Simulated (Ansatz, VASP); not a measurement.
## One calculation of Si4Mo3, two programs

```
Si Mo
1.0
    -3.72650    3.72650    3.72650
     3.72650   -3.72650    3.72650
     3.72650    3.72650   -3.72650
Si Mo
8 6
Direct
  0.50000 0.00000 0.33431
  0.00000 0.33431 0.50000
  0.50000 0.00000 0.83431
  0.33431 0.50000 0.00000
  0.83431 0.50000 0.00000
  0.00000 0.83431 0.50000
  0.66569 0.66569 0.66569
  0.16569 0.16569 0.16569
  0.37500 0.25000 0.62500
  0.62500 0.37500 0.25000
  0.75000 0.87500 0.12500
  0.12500 0.75000 0.87500
  0.25000 0.62500 0.37500
  0.87500 0.12500 0.75000
```

Alike in both runs: functional PBE; k mesh 3 × 3 × 3; occupations gaussian, width 0.2 eV; no spin polarisation.

Ansatz relaxed the structure, and its values are those at the end. VASP's run is a single point on that final structure, the one shown.

|  | VASP | Ansatz |
| --- | --- | --- |
| version | VASP 6.6.1 | Ansatz 0.2.0 |
| potentials or method | VASP PAW PBE potentials, release 64 (Si, Mo_sv), cutoff 520 eV | scalar-relativistic, plane waves, PAW |
| valence electrons in the cell | 116 | 116 |

```csv
,VASP,Ansatz,Ansatz less VASP
gap on the k mesh at the Fermi level (eV),none,none,-
pressure (GPa),-0.4,-0.6,-0.17
```

A gap of «none» marks a metal or a gap that the smearing closes.

The k mesh is coarse, so the values compare programs but aren't converged.
